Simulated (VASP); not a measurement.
Input of a VASP 6.6.1 run:

INCAR

```
SYSTEM = Be
PREC     = Accurate       ! precision mode
ENCUT    = 520            ! plane-wave cutoff, eV
EDIFF    = 1E-7           ! SCF threshold, eV
ISMEAR   = -1             ! smearing method
SIGMA    = 0.08           ! smearing width, eV
LREAL    = .FALSE.        ! projectors in reciprocal space
LASPH    = .TRUE.         ! aspherical terms in the spheres
NELM     = 100            ! most SCF steps
ALGO     = Normal         ! electronic algorithm
ISIF     = 2              ! what is computed and relaxed
LWAVE    = .FALSE.        ! write WAVECAR
LCHARG   = .FALSE.        ! write CHGCAR
GGA      = PE             ! functional
NBANDS   = 7              ! bands
```

KPOINTS

```
regular mesh
0
G
  21 21 21
  0 0 0
```

POSCAR

```
Be
1.0
   -1.1795600353      1.1795600353      1.1795600353
    1.1795600353     -1.1795600353      1.1795600353
    1.1795600353      1.1795600353     -1.1795600353
Be
1
Direct
    0.0000000000      0.0000000000      0.0000000000
```

Potentials or basis: VASP PAW PBE potentials, release 64 (Be).

Launch:

```console
$ cat potpaw_PBE.64/Be/POTCAR > POTCAR
$ mpirun -np 1 vasp_std > vasp.out
```

(1) Estimate the band gap on the k mesh.

(2) What does it give for the pressure?

Answers

(1) zero (band 1 reaches 13.58 eV, above the bottom of band 2 at 7.99 eV).

(2) 29.2 GPa.
